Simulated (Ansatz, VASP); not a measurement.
## SiNi3: VASP beside Ansatz

The input INCAR:

```
SYSTEM = SiNi3
ALGO = Normal ; EDIFF = 1E-7
ENCUT = 520 ; GGA = PS
ISIF = 2 ; ISMEAR = -1
ISPIN = 2 ; LASPH = .True.
LCHARG = .False. ; LMAXMIX = 4
LORBIT = 11 ; LREAL = .False.
LWAVE = .False. ; MAGMOM = 0.266667 0.266667 0.266667 0
NBANDS = 29 ; NELM = 150
NUPDOWN = 0.8 ; PREC = Accurate
SIGMA = 0.05
```

KPOINTS

```
k-points
0
Gamma
  6 6 6
  0 0 0
```

Contents of POSCAR:

```
SiNi3
1.0
    3.5420000000      0.0000000000      0.0000000000
    0.0000000000      3.5420000000      0.0000000000
    0.0000000000      0.0000000000      3.5420000000
Ni Si
3 1
Direct
    0.5000000000      0.5000000000      0.0000000000
    0.5000000000      0.0000000000      0.5000000000
    0.0000000000      0.5000000000      0.5000000000
    0.0000000000      0.0000000000      0.0000000000
```

input.yaml

```yaml
crystal:
  lattice:
    - [3.542, 0.0, 0.0]
    - [0.0, 3.542, 0.0]
    - [0.0, 0.0, 3.542]
  atoms:
    - { symbol: Ni, position: [0.5, 0.5, 0.0], spin: 0.2666666667 }
    - { symbol: Ni, position: [0.5, 0.0, 0.5], spin: 0.2666666667 }
    - { symbol: Ni, position: [0.0, 0.5, 0.5], spin: 0.2666666667 }
    - { symbol: Si, position: [0.0, 0.0, 0.0] }
hamiltonian:
  xc: pbesol
  pseudopotentials: { kind: paw }
magnetization:
  spin_polarized: true
  initial_magnetization: 0.8
  spin_locking: { lock_magnetization: hard }
kpoints:
  mp_grid: { grid: [6, 6, 6] }
scf:
  occupations: { method: fermi_dirac, width: 0.05 }
  lower_state_search: "off"
output:
  forces: true
  stress: true
  eigenvalues: true
```

Alike in both runs: task single point; functional PBEsol; k mesh 6 × 6 × 6; occupations fermi-dirac, width 0.05 eV; collinear spin; fixed moment 0.8 μB.

```csv
,VASP,Ansatz
version,VASP 6.6.1,Ansatz 0.2.0
potentials or method,"VASP PAW PBE potentials, release 64 (Ni, Si)",Ansatz PAW
plane-wave cutoff (eV),520,420
valence electrons in the cell,34,58
```

VASP gave:

| Item | Value |
| --- | --- |
| pressure (GPa) | -13.1 |
| net moment per atom (μB) | 0.20 |
| size of the moment on the site where the two differ most (μB) | 0.27 |

Problem. What did Ansatz give for the same quantities?

Solution. Pressure (GPa): -13.4; net moment per atom (μB): 0.20; size of the moment on the site where the two differ most (μB): 0.28.

VASP's potentials were made for PBE, not for PBEsol. Site moments also hang on the region over which each program counts them. With one functional, cell and mesh, what is left measures potentials, basis and numerics. VASP's potentials hold 34 valence electrons a cell and Ansatz's 58, so a difference there can come from the potentials and not from the codes.
